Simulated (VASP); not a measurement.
Here is a VASP 6.6.1 calculation.

Contents of INCAR:

```
SYSTEM = Al
  PREC = Accurate
  ENCUT = 520
  EDIFF = 1E-6
  ISMEAR = 0
  SIGMA = 0.1
  LREAL = Auto
  LASPH = .True.
  NELM = 60
  ALGO = Normal
  ISIF = 2
  LWAVE = .False.
  LCHARG = .False.
  GGA = PE
  NBANDS = 58
```

Contents of KPOINTS:

```
Automatic mesh
0
Gamma
  3 3 3
  0 0 0
```

POSCAR

```
Al
1.0
    0.0000000000      6.0621852160     -6.0621852160
    6.0621852160      6.0621852160      0.0000000000
    6.0621852160      0.0000000000     -6.0621852160
Al
26
Direct
    0.6666666979      0.1082815811      0.6666666979
    0.6666666979      0.6617628556      0.6666666979
    0.3444218422      0.9997726536      0.6686870915
    0.3163940777      0.3478578144      0.6595802269
    0.3418523067      0.6567928656      0.6667386192
    0.0169393538     -0.0095012768      0.6737531689
   -0.0085189578      0.3320504782      0.6665946942
   -0.0110884933      0.6795482740      0.6646462219
    0.6686870915      0.9997726536      0.3444218422
    0.6595802269      0.3478578144      0.3163940777
    0.6667386192      0.6567928656      0.3418523067
    0.3308825000      0.0012541682      0.3308825000
    0.3279225938      0.3376435109      0.3279225938
    0.3279049434      0.6733848199      0.3279049434
   -0.0060628303      0.0033392249      0.3393960967
   -0.0107206391      0.3286142586      0.3440539056
   -0.0036835727      0.6663997150      0.3370168392
    0.6737531689     -0.0095012768      0.0169393538
    0.6665946942      0.3320504782     -0.0085189578
    0.6646462219      0.6795482740     -0.0110884933
    0.3393960967      0.0033392249     -0.0060628303
    0.3440539056      0.3286142586     -0.0107206391
    0.3370168392      0.6663997150     -0.0036835727
    0.0054284056     -0.0041386066      0.0054284056
    0.0024508489      0.3296858194      0.0024508489
    0.0054106727      0.6601554320      0.0054106727
```

Potentials or basis: VASP PAW PBE potentials, release 64 (Al).

The run is started by

```bash
$ cat potpaw_PBE.64/Al/POTCAR > POTCAR
$ mpirun -np 1 vasp_std > vasp.out
```

(1) Estimate the band gap on the k mesh.

(2) What does it give for the pressure?

Results:

(1) zero (band 39 reaches 7.94 eV, above the bottom of band 40 at 7.33 eV).

(2) -0.3 GPa.
